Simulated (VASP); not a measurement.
Write the native input for VASP 6.6.1 that does the following.

```yaml
Task: single point
Functional: PBE
Dispersion: D3(BJ)
Potentials_or_basis: VASP PAW PBE potentials, release 64 (Ta_pv, Cu)
Cutoff: 520 eV
k_mesh: 4 × 4 × 1
Occupations: gaussian, width 0.1 eV
Spin: no spin polarisation
Dipole_correction: yes
Further_INCAR_settings: LREAL = Auto; ALGO = Normal; EDIFF = 1e-06; NBANDS = 108
```

The structure of Ta16Cu lies in POSCAR:

```
Ta16Cu
1.0
    6.5699959905      0.0000000000      0.0000000000
    0.0000000000      6.5699959905      0.0000000000
    0.0000000000      0.0000000000     21.9099229040
Ta Cu
16 1
Direct
    0.2500000000      0.2500000000      0.1825656812
    0.2500000000      0.7500000000      0.1825656812
    0.7500000000      0.2500000000      0.1825656812
    0.7500000000      0.7500000000      0.1825656812
    0.0000000000      0.0000000000      0.2575316683
    0.0000000000      0.5000000000      0.2575316683
    0.5000000000      0.0000000000      0.2575316683
    0.5000000000      0.5000000000      0.2575316683
    0.2500000000      0.2500000000      0.3326484497
    0.2500000000      0.7500000000      0.3326484497
    0.7500000000      0.2500000000      0.3326484497
    0.7500000000      0.7500000000      0.3326484497
    0.0000000000      0.0000000000      0.4020973941
    0.0000000000      0.5000000000      0.4020973941
    0.5000000000      0.0000000000      0.4020973941
    0.5000000000      0.5000000000      0.4020973941
    0.0000000000      0.1875000000      0.5298933709
```

One way to write it, as run:

INCAR

```
  PREC = Accurate
  ENCUT = 520
  EDIFF = 1E-6
  ISMEAR = 0
  SIGMA = 0.1
  LREAL = Auto
  LASPH = T
  NELM = 60
  ALGO = Normal
  ISIF = 2
  LWAVE = F
  LCHARG = F
  LDIPOL = T
  IDIPOL = 3
  DIPOL = 0.5 0.5 0.308
  GGA = PE
  IVDW = 12
  NBANDS = 108
```

KPOINTS

```
Automatic mesh
0
Gamma
  4 4 1
```

Potentials or basis: VASP PAW PBE potentials, release 64 (Ta_pv, Cu).

Launch:

```console
$ cat potpaw_PBE.64/Ta_pv/POTCAR potpaw_PBE.64/Cu/POTCAR > POTCAR
$ mpirun -np 1 vasp_std > vasp.out
```

It gave:

```yaml
Largest_force: 1.488 eV/Å
Band_gap_on_the_k_mesh: zero (an odd number of electrons rules out a gap without spin polarisation)
Dispersion_energy_per_atom: -0.402 eV
```

Caveat: spin-orbit coupling is left out, which moves the levels of the heavy elements.

Wall time 33 min on 1 thread of Intel(R) Xeon(R) 6975P-C (Granite Rapids), with other jobs on the host, peak memory 1.1 GiB.
